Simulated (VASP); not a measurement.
PbF2:

```
Pb F
1.0
     0.00000    3.00036    3.00036
     3.00036    0.00000    3.00036
     3.00036    3.00036    0.00000
Pb F
1 2
Direct
  0.00000 0.00000 0.00000
  0.25000 0.25000 0.25000
  0.75000 0.75000 0.75000
```

Base run:

* Program: VASP 6.6.1
* Functional: PBEsol
* Potentials or basis: VASP PAW PBE potentials, release 64 (Pb_d, F)
* Cutoff: 520 eV
* k mesh: 10 × 10 × 10
* Occupations: gaussian, width 0.05 eV
* Spin: no spin polarisation

Its results: band gap on the k mesh 4.31 eV (least direct gap 4.46 eV); pressure -3.7 GPa.

**Question.** The run is repeated on the same cell with these changes: functional from PBEsol to r2SCAN. What comes out?

**Answer.** Band gap on the k mesh 4.95 eV (least direct gap 5.08 eV); pressure -2.9 GPa.

Caveats: the PAW data sets were made with another functional, which shifts forces and pressure a little; spin-orbit coupling is left out, which moves the levels of the heavy elements; the cell stands under tension (at least some runs).

A k mesh can miss the band edges.
